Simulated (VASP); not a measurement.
Crystal: Ta.

```
CELL_PARAMETERS angstrom
2.93854 0.00000 0.00000
-1.46927 2.54485 0.00000
0.00000 0.00000 5.23426
ATOMIC_POSITIONS crystal
Ta 0.33333 0.66667 0.25000
Ta 0.66667 0.33333 0.75000
```

Base run:

* Program: VASP 6.6.1
* Functional: r2SCAN
* Potentials or basis: VASP PAW PBE potentials, release 64 (Ta_pv)
* Cutoff: 520 eV
* k mesh: 11 × 11 × 5
* Occupations: fermi-dirac, width 0.05 eV
* Spin: no spin polarisation

Its results: band gap on the k mesh zero (band 11 reaches 5.90 eV, above the bottom of band 12 at 4.47 eV); pressure -9.9 GPa.

The run is repeated on the same cell with these changes: functional from r2SCAN to PBE. What comes out?

Band gap on the k mesh zero (band 11 reaches 6.07 eV, above the bottom of band 12 at 4.70 eV); pressure -7.7 GPa.

Caveats: spin-orbit coupling is left out, which moves the levels of the heavy elements; the PAW data sets were made with another functional, which shifts forces and pressure a little (some runs).
